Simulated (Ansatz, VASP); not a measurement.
Eu in VASP and in Ansatz

```
Eu
1.0
     3.57319    0.00000    0.00000
     0.00000    3.57319    0.00000
     0.00000    0.00000    3.57319
Eu
1
Direct
  0.00000 0.00000 0.00000
```

Alike in both runs: task relaxation of cell and atoms; functional PBE; k mesh 11 × 11 × 11; occupations fermi-dirac, width 0.1 eV; collinear spin.

|  | VASP | Ansatz |
| --- | --- | --- |
| version | VASP 6.6.1 | Ansatz 0.2.0 |
| potentials or method | VASP PAW PBE potentials, release 64 (Eu) | PAW with Ansatz's default frozen-core files, scalar-relativistic |
| plane-wave cutoff (eV) | 600 | 420 |
| valence electrons in the cell | 17 | 17 |

VASP gave:

| Item | Value |
| --- | --- |
| net moment per atom (μB) | 7.24 |
| size of the moment on the site where the two differ most (μB) | 6.70 |
| relaxed volume (Å³/atom) | 42.36 |
| relaxed length of the cell vector where the two differ most in proportion (Å) | 3.486 |

What did Ansatz give for the same quantities?

net moment per atom (μB): 7.25; size of the moment on the site where the two differ most (μB): 7.01; relaxed volume (Å³/atom): 43.05; relaxed length of the cell vector where the two differ most in proportion (Å): 3.505.

Site moments also hang on the region over which each program counts them.

Spin-orbit coupling is off throughout.
